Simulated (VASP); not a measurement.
# Si3N4 (P6_3/m) in VASP: notebook

Runs on Si3N4. Level: PBE. Tasks: single point.

All numbers are computed with VASP 6.6.1; they aren't measurements. Logs are shortened: lines on timing, memory, paths and dates and some standing lists are left out, and cuts for length are marked.

**1. The cell of the first run**

The structure is hexagonal, space group P6_3/m (No. 176). Conventional cell: a = 7.583 Å, b = 7.583 Å, c = 2.899 Å, α = 90.00°, β = 90.00°, γ = 120.00°. Within 2.3 Å of Si (site symmetry m) lie 4 N at 1.73 Å. N (site symmetry m) has 3 Si at 1.73 Å within 2.3 Å. N (site symmetry -6) has 3 Si at 1.73 Å within 2.3 Å.

**2. Single point, PBE (10.31 Å³/atom)**

File INCAR:

```
SYSTEM = Si3N4
  PREC = Accurate
  ENCUT = 520
  EDIFF = 1E-6
  ISMEAR = 0
  SIGMA = 0.02
  LREAL = .False.
  LASPH = .True.
  NELM = 60
  ALGO = Normal
  ISIF = 2
  LWAVE = .False.
  LCHARG = .False.
  GGA = PE
  NBANDS = 45
```

File KPOINTS:

```
Automatic mesh
0
Gamma
  6 6 8
  0 0 0
```

File POSCAR:

```
Si3N4
1.0
    7.5829760388      0.0000000000      0.0000000000
   -3.7914880194      6.5670498859      0.0000000000
    0.0000000000      0.0000000000      2.8993400041
Si N
6 8
Direct
    0.7670341869      0.1732205910      0.2500000000
    0.5938135960      0.7670341869      0.7500000000
    0.8267794090      0.5938135960      0.2500000000
    0.2329658131      0.8267794090      0.7500000000
    0.4061864040      0.2329658131      0.2500000000
    0.1732205910      0.4061864040      0.7500000000
    0.0291624347      0.3295648249      0.2500000000
    0.6995976097      0.0291624347      0.7500000000
    0.6704351751      0.6995976097      0.2500000000
    0.9708375653      0.6704351751      0.7500000000
    0.3004023903      0.9708375653      0.2500000000
    0.3295648249      0.3004023903      0.7500000000
    0.6666666667      0.3333333333      0.2500000000
    0.3333333333      0.6666666667      0.7500000000
```

Potentials or basis: VASP PAW PBE potentials, release 64 (Si, N).

Started as:

```console
$ cat potpaw_PBE.64/Si/POTCAR potpaw_PBE.64/N/POTCAR > POTCAR
$ mpirun -np 1 vasp_std > vasp.out
```

OUTCAR:

```text
SYSTEM = Si3N4
   PREC = Accurate
   ENCUT = 520
   EDIFF = 1E-6
   ISMEAR = 0
   LREAL = .False.
   LASPH = .True.
   NELM = 60
   ISIF = 2
   GGA = PE

 ion  position               nearest neighbor table
   1  0.767  0.173  0.250-  13 1.73   8 1.73   8 1.73   7 1.73   5 2.99   3 2.99   6 3.04   6 3.04
                             2 3.04   2 3.04
   2  0.594  0.767  0.750-  14 1.73   9 1.73   9 1.73   8 1.73   4 2.99   6 2.99   3 3.04   3 3.04
                             1 3.04   1 3.04
   3  0.827  0.594  0.250-  13 1.73  10 1.73  10 1.73   9 1.73   5 2.99   1 2.99   2 3.04   2 3.04
                             4 3.04   4 3.04
   4  0.233  0.827  0.750-  14 1.73  11 1.73  11 1.73  10 1.73   2 2.99   6 2.99   3 3.04   3 3.04
                             5 3.04   5 3.04
   5  0.406  0.233  0.250-  13 1.73  12 1.73  12 1.73  11 1.73   1 2.99   3 2.99   6 3.04   6 3.04
                             4 3.04   4 3.04
   6  0.173  0.406  0.750-  14 1.73   7 1.73   7 1.73  12 1.73   2 2.99   4 2.99   5 3.04   5 3.04
                             1 3.04   1 3.04
   7  0.029  0.330  0.250-   6 1.73   6 1.73   1 1.73
   8  0.700  0.029  0.750-   1 1.73   1 1.73   2 1.73
   9  0.670  0.700  0.250-   2 1.73   2 1.73   3 1.73
  10  0.971  0.670  0.750-   3 1.73   3 1.73   4 1.73
  11  0.300  0.971  0.250-   4 1.73   4 1.73   5 1.73
  12  0.330  0.300  0.750-   5 1.73   5 1.73   6 1.73
  13  0.667  0.333  0.250-   1 1.73   3 1.73   5 1.73
  14  0.333  0.667  0.750-   4 1.73   6 1.73   2 1.73

  LATTYP: Found a hexagonal cell.
 ALAT       =     7.5829760388
 C/A-ratio  =     0.3823485646

  Lattice vectors:

 A1 = (   7.5829760388,   0.0000000000,   0.0000000000)
 A2 = (  -3.7914880194,   6.5670498859,   0.0000000000)
 A3 = (   0.0000000000,   0.0000000000,   2.8993400041)

Analysis of symmetry for initial positions (statically):
=====================================================================
 Subroutine PRICEL returns:
 Original cell was already a primitive cell.

 Routine SETGRP: Setting up the symmetry group for a
 hexagonal supercell.

 Subroutine GETGRP returns: Found 12 space group operations
 (whereof  6 operations were pure point group operations)
 out of a pool of 24 trial point group operations.

The static configuration has the point symmetry S_6 .
 The point group associated with its full space group is C_6h.

Analysis of symmetry for dynamics (positions and initial velocities):
=====================================================================
 Subroutine PRICEL returns:
 Original cell was already a primitive cell.

 Routine SETGRP: Setting up the symmetry group for a
[... 148 lines left out ...]
   IALGO  =     38    algorithm
   IMIX   =      4    mixing-type and parameters
     AMIX     =   0.40;   BMIX     =  1.00
     AMIX_MAG =   1.60;   BMIX_MAG =  1.00
  volume/ion in A,a.u.               =      10.31        69.59
  Fermi-wavevector in a.u.,A,eV,Ry     =   1.248241  2.358833 21.199313  1.558106
  Thomas-Fermi vector in A             =   2.382337
   LORBIT       =      0    0 simple, 1 ext, 2 COOP (PROOUT), +10 PAW based schemes
   GGA     = PE    functional components
   LHFCALC =     F    Hartree Fock is set to
   AEXX    =    0.0000 exact exchange contribution
   IVDW    =     0    specifies the selected vdW correction
   LEPSILON=     F    determine dielectric tensor
   LRPA    =     F    only Hartree local field effects (RPA)
 non-spin polarized calculation
 Gauss-broadening in eV      SIGMA  =   0.02
  energy-cutoff  :      520.00
  volume of cell :      144.38
 maximum number of plane-waves:      3912
   NGX = 29   NGY = 29   NGZ = 11

 number of electron      63.9999992 magnetization

 Free energy of the ion-electron system (eV)
  ---------------------------------------------------
  ext. energy  EPLUGINS =         0.00000000
  ---------------------------------------------------
  free energy    TOTEN  =      -114.44630748 eV

  energy without entropy =     -114.44630748  energy(sigma->0) =     -114.44630748

 E-fermi :   6.9414     XC(G=0): -10.8454

 val. band max:        6.8458008218   @ k =   0.0000   0.0000   0.1250
 cond. band min:      11.2053203038   @ k =   0.0000   0.0000   0.0000
 fundamental gap:      4.3595194820
 Fermi energy:         6.9414033171

 k-point     1 :       0.0000    0.0000    0.0000
  band No.  band energies     occupation
      1     -11.4285      2.00000
      2      -9.9479      2.00000
      3      -9.9479      2.00000
      4      -9.3004      2.00000
      5      -9.1781      2.00000
      6      -9.1781      2.00000
[... 1117 lines left out ...]
     43      15.1791      0.00000
     44      15.1791      0.00000

 [... further k-points ...]

 [bands above 44 left out]

------------------------ aborting loop because EDIFF is reached ----------------------------------------

  FORCE on cell =-STRESS in cart. coord.  units (eV):
  Direction    XX          YY          ZZ          XY          YZ          ZX
  --------------------------------------------------------------------------------------
  -------------------------------------------------------------------------------------
  Total        6.5382358      6.5382358      6.4994227     -0.0000000     -0.0000000      0.0000000
  in kB       72.5541097     72.5541097     72.1234048     -0.0000004     -0.0000000      0.0000000
  external PRESSURE =      72.4105414 kB  Pullay stress =       0.0000000 kB

 VOLUME and BASIS-vectors are now :
 -----------------------------------------------------------------------------
  energy-cutoff  :      520.00
  volume of cell :      144.38
      direct lattice vectors                 reciprocal lattice vectors
     7.582976039  0.000000000  0.000000000     0.131874345  0.076137689  0.000000000
    -3.791488019  6.567049886  0.000000000     0.000000000  0.152275377  0.000000000
     0.000000000  0.000000000  2.899340004     0.000000000  0.000000000  0.344906082

 POSITION                                       TOTAL-FORCE (eV/Angst)
 -----------------------------------------------------------------------------------
      5.15964      1.13755      0.72484         0.007541      0.009626      0.000000
      1.59467      5.03715      2.17451        -0.004566      0.011344      0.000000
      4.01801      3.89960      0.72484        -0.012107      0.001718      0.000000
     -1.36815      5.42950      2.17451        -0.007541     -0.009626      0.000000
      2.19681      1.52990      0.72484         0.004566     -0.011344      0.000000
     -0.22652      2.66745      2.17451         0.012107     -0.001718      0.000000
     -1.02840      2.16427      0.72484        -0.009499     -0.005121      0.000000
      5.19446      0.19151      2.17451        -0.000314     -0.010787     -0.000000
      2.43138      4.59429      0.72484         0.009185     -0.005665     -0.000000
      4.81989      4.40278      2.17451         0.009499      0.005121     -0.000000
     -1.40297      6.37554      0.72484         0.000314      0.010787      0.000000
      1.36011      1.97276      2.17451        -0.009185      0.005665     -0.000000
      3.79149      2.18902      0.72484        -0.000000     -0.000000      0.000000
     -0.00000      4.37803      2.17451         0.000000      0.000000      0.000000
 -----------------------------------------------------------------------------------
    total drift:                                0.000000     -0.000000      0.000000

  FREE ENERGIE OF THE ION-ELECTRON SYSTEM (eV)
  ---------------------------------------------------
  free  energy   TOTEN  =      -114.4463074769 eV

  energy  without entropy=     -114.4463074769  energy(sigma->0) =     -114.44630748
```

stdout:

```text
POSCAR found type information on POSCAR SiN
 POSCAR found :  2 types and      14 ions
 scaLAPACK will be used
 LDA part: xc-table for (Slater+PW92), standard interpolation
 POSCAR, INCAR and KPOINTS ok, starting setup
 FFT: planning ... GRIDC
 FFT: planning ... GRID_SOFT
 FFT: planning ... GRID
 WAVECAR not read
 entering main loop
```

Wall time 5.9 min (1 thread of Intel Xeon 8259CL, shared host); peak memory 0.37 GiB.

What came out:

| Property | Result |
| --- | --- |
| Free energy | -114.4463 eV |
| Pressure | 7.2 GPa |
| Largest force | 0.012 eV/Å |
| Band gap on the k mesh | 4.36 eV (least direct gap 4.55 eV) |

Forces in eV/Å, atoms in the order of the input:
```
Si   0.008  0.010  0.000
Si  -0.005  0.011  0.000
Si  -0.012  0.002  0.000
Si  -0.008 -0.010  0.000
Si   0.005 -0.011  0.000
Si   0.012 -0.002  0.000
N   -0.009 -0.005  0.000
N    0.000 -0.011  0.000
N    0.009 -0.006  0.000
N    0.009  0.005  0.000
N    0.000  0.011  0.000
N   -0.009  0.006  0.000
N    0.000  0.000  0.000
N    0.000  0.000  0.000
```

Caveat: the cell stands under pressure. A k mesh can miss the band edges.

**3. Single point, PBE**

This run uses another cell than the first one, of 10.63 Å³/atom.

File INCAR:

```
PREC = Accurate ; ENCUT = 520
EDIFF = 1E-7 ; ISMEAR = 0
SIGMA = 0.02 ; LREAL = F
LASPH = T ; NELM = 80
ALGO = Normal ; ISIF = 2
LWAVE = F ; LCHARG = T
GGA = PE ; LELF = T
LVHAR = T ; NBANDS = 45
```

File KPOINTS:

```
regular mesh
0
Gamma
  6 6 8
```

File POSCAR:

```
Si3N4
1.0
    7.6636191384      0.0000000000      0.0000000000
   -3.8318095692      6.6368888588      0.0000000000
    0.0000000000      0.0000000000      2.9264354851
Si N
6 8
Direct
    0.7689127323      0.1750130934      0.2500000000
    0.5938996389      0.7689127323      0.7500000000
    0.8249869066      0.5938996389      0.2500000000
    0.2310872677      0.8249869066      0.7500000000
    0.4061003611      0.2310872677      0.2500000000
    0.1750130934      0.4061003611      0.7500000000
    0.0308339948      0.3300009333      0.2500000000
    0.7008330615      0.0308339948      0.7500000000
    0.6699990667      0.7008330615      0.2500000000
    0.9691660052      0.6699990667      0.7500000000
    0.2991669385      0.9691660052      0.2500000000
    0.3300009333      0.2991669385      0.7500000000
    0.6666666667      0.3333333333      0.2500000000
    0.3333333333      0.6666666667      0.7500000000
```

Potentials or basis: VASP PAW PBE potentials, release 64 (Si, N).

Started as:

```console
$ cat potpaw_PBE.64/Si/POTCAR potpaw_PBE.64/N/POTCAR > POTCAR
$ mpirun -np 1 vasp_std > vasp.out
```

It took 7.6 min on 1 thread of Intel Xeon 8259CL, shared host; peak memory 0.39 GiB.

The run converged. Its results:

- Free energy: -114.5443 eV
- Pressure: -0.3 GPa
- Largest force: 0.003 eV/Å
- Band gap on the k mesh: 4.26 eV (least direct gap 4.44 eV)

Forces on the atoms (eV/Å):
```
Si   0.002  0.002  0.000
Si  -0.001  0.003  0.000
Si  -0.003  0.001  0.000
Si  -0.002 -0.002  0.000
Si   0.001 -0.003  0.000
Si   0.003 -0.001  0.000
N   -0.001 -0.002  0.000
N    0.002 -0.002  0.000
N    0.002  0.001  0.000
N    0.001  0.002  0.000
N   -0.002  0.002  0.000
N   -0.002 -0.001  0.000
N    0.000  0.000  0.000
N    0.000  0.000  0.000
```

Levels at points of the mesh, in eV from the valence-band top:
| k point | band 28 | band 29 | band 30 | band 31 | band 32 | band 33 | band 34 | band 35 | band 36 | band 37 |
| --- | --- | --- | --- | --- | --- | --- | --- | --- | --- | --- |
| (0.00, 0.00, 0.00) | -1.25 | -1.25 | -0.43 | -0.38 | -0.18 | 4.26 | 4.60 | 4.79 | 4.79 | 5.09 |
| (0.50, 0.00, 0.00) | -1.64 | -1.31 | -0.75 | -0.31 | -0.23 | 4.52 | 4.63 | 4.79 | 5.17 | 5.73 |
| (0.00, 0.00, 0.50) | -1.57 | -1.57 | -1.57 | -1.29 | -1.29 | 4.66 | 4.66 | 4.66 | 4.66 | 7.21 |
| (0.50, 0.00, 0.50) | -1.82 | -1.45 | -1.45 | -1.01 | -1.01 | 4.70 | 4.70 | 5.78 | 5.78 | 6.14 |

A k mesh can miss the band edges. PBE gaps usually lie below the measured ones, often by a third to a half.

**4. Single point, PBE**

This run uses another cell than the first one, of 10.63 Å³/atom.

File INCAR:

```
SYSTEM = Si3N4
PREC = Accurate
ENCUT = 520
EDIFF = 1E-6
ISMEAR = 0
SIGMA = 0.02
LREAL = .FALSE.
LASPH = .TRUE.
NELM = 80
ALGO = Normal
ISIF = 2
LWAVE = .FALSE.
LCHARG = .TRUE.
GGA = PE
LELF = .TRUE.
LVHAR = .TRUE.
NBANDS = 45
```

File KPOINTS:

```
regular mesh
0
G
  6 6 8
  0 0 0
```

POSCAR is that of step 3.

Started as:

```console
$ cat potpaw_PBE.64/Si/POTCAR potpaw_PBE.64/N/POTCAR > POTCAR
$ mpirun -np 1 vasp_std > vasp.out
```

Run time: 6.7 min. Hardware: 1 thread of Intel Xeon 8259CL, shared host; peak memory 0.39 GiB.

Results (log left out):

```yaml
Free_energy: -114.5443 eV
Pressure: -0.3 GPa
Largest_force: 0.003 eV/Å
Band_gap_on_the_k_mesh: 4.26 eV (least direct gap 4.44 eV)
```

Forces in eV/Å, atoms in the order of the input:
```
Si   0.002  0.002  0.000
Si  -0.001  0.003  0.000
Si  -0.003  0.001  0.000
Si  -0.002 -0.002  0.000
Si   0.001 -0.003  0.000
Si   0.003 -0.001  0.000
N   -0.001 -0.002  0.000
N    0.002 -0.002  0.000
N    0.002  0.001  0.000
N    0.001  0.002  0.000
N   -0.002  0.002  0.000
N   -0.002 -0.001  0.000
N    0.000  0.000  0.000
N    0.000  0.000  0.000
```

Levels at points of the mesh, in eV from the valence-band top:
```
           k point  band 29  band 30  band 31  band 32  band 33  band 34  band 35  band 36
(0.00, 0.00, 0.00)    -1.25    -0.43    -0.38    -0.18     4.26     4.60     4.79     4.79
(0.50, 0.00, 0.00)    -1.31    -0.75    -0.31    -0.23     4.52     4.63     4.79     5.17
(0.00, 0.00, 0.50)    -1.57    -1.57    -1.29    -1.29     4.66     4.66     4.66     4.66
(0.50, 0.00, 0.50)    -1.45    -1.45    -1.01    -1.01     4.70     4.70     5.78     5.78
```
